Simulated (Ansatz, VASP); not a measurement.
Two plane-wave programs on NaI

Contents of INCAR:

```
SYSTEM = NaI
PREC = Accurate ; ENCUT = 520
EDIFF = 1E-6 ; ISMEAR = -1
SIGMA = 0.02 ; LREAL = .FALSE.
LASPH = .TRUE. ; NELM = 60
ALGO = Normal ; ISIF = 2
LWAVE = .FALSE. ; LCHARG = .FALSE.
GGA = PE ; NBANDS = 14
```

File KPOINTS:

```
Automatic mesh
0
G
  6 6 6
  0 0 0
```

The input POSCAR:

```
NaI
1.0
   -0.2908177854      3.4429975582      3.4429975582
    3.4429975582     -0.2908177854      3.4429975582
    3.4429975582      3.4429975582     -0.2908177854
Na I
1 1
Direct
   -0.0102552698     -0.0102552698     -0.0102552698
    0.2602552698      0.2602552698      0.2602552698
```

Input for Ansatz:

```yaml
crystal:
  lattice:
    - [-0.2908177854, 3.4429975582, 3.4429975582]
    - [3.4429975582, -0.2908177854, 3.4429975582]
    - [3.4429975582, 3.4429975582, -0.2908177854]
  atoms:
    - { symbol: Na, position: [-0.0102552698, -0.0102552698, -0.0102552698] }
    - { symbol: I, position: [0.2602552698, 0.2602552698, 0.2602552698] }
kpoints:
  mp_grid: { grid: [6, 6, 6] }
  band_path:
    path:
      - [0.0, 0.0, 0.0]
      - [-0.5, -0.5, 0.0]
      - [-0.375, -0.375, 0.25]
      - [-0.375, 0.0, 0.375]
      - [0.0, 0.0, 0.5]
      - [-0.5, -0.25, 0.25]
    npoints: 1
hamiltonian:
  xc: pbe
scf:
  occupations: { method: fermi_dirac, width: 0.02 }
  n_extra_bands: 4
output:
  forces: true
  stress: true
  eigenvalues: true
```

Change from the starting cell: epitaxial_111 strain +5.4%.

Alike in both runs: task single point; functional PBE; k mesh 6 × 6 × 6; occupations fermi-dirac, width 0.02 eV; no spin polarisation.

|  | VASP | Ansatz |
| --- | --- | --- |
| version | VASP 6.6.1 | Ansatz 0.2.0 |
| potentials or method | VASP PAW PBE potentials, release 64 (Na_pv, I) | plane waves, PAW |
| plane-wave cutoff (eV) | 520 | 420 |
| valence electrons in the cell | 14 | 26 |

VASP gave:

| Property | Result |
| --- | --- |
| gap on the k mesh at the Fermi level (eV) | 3.50 |
| pressure (GPa) | -0.1 |
| traceless stress, the component that is largest in VASP (GPa) | 0.23 |

Task: Estimate Ansatz's values.

Result: gap on the k mesh at the Fermi level (eV): 3.51; pressure (GPa): -0.1; traceless stress, the component that is largest in VASP (GPa): 0.23.

With one functional, cell and mesh, what is left measures potentials, basis and numerics. VASP's potentials hold 14 valence electrons a cell and Ansatz's 26, so a difference there can come from the potentials and not from the codes.

Spin-orbit coupling is off throughout.
